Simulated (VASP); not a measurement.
PbSe: single point with PBE

The system is PbSe.

```
Pb Se
1.0
     0.00000    3.44879    3.44879
     3.44879    0.00000    3.44879
     3.44879    3.44879    0.00000
Pb Se
1 1
Direct
  0.00000 0.00000 0.00000
  0.25000 0.25000 0.25000
```

```json
{"Program": "VASP 6.6.1", "Task": "single point", "Functional": "PBE", "Potentials or basis": "VASP PAW PBE potentials, release 64 (Pb_d, Se)", "Cutoff": "520 eV", "k mesh": "6 × 6 × 6", "Occupations": "gaussian, width 0.01 eV", "Spin": "no spin polarisation", "Dipole correction": "no", "Further INCAR settings": "ALGO = Normal; EDIFF = 1e-06; NBANDS = 17"}
```

```yaml
Pressure: 0.0 GPa
Band_gap_on_the_k_mesh: 0.79 eV, indirect (least direct gap 1.17 eV)
```

Levels at points of the mesh, in eV from the valence-band top:
```
           k point  band 7  band 8  band 9  band 10  band 11  band 12  band 13  band 14
(0.00, 0.00, 0.00)   -6.32   -1.44   -1.44    -1.44     2.24     2.24     2.24     4.83
(0.50, 0.00, 0.00)   -7.72   -1.96   -1.96    -1.84     2.99     2.99     3.71     6.65
(0.50, 0.50, 0.00)   -8.06   -2.63   -2.63    -0.38     0.79     4.89     4.89     6.05
```

Wall time 56 s on 1 thread of AMD EPYC 7R43 64-Core Processor (Zen 3), on a shared host, peak memory 0.17 GiB.

Caveat: spin-orbit coupling is left out, which moves the levels of the heavy elements. A k mesh can miss the band edges.
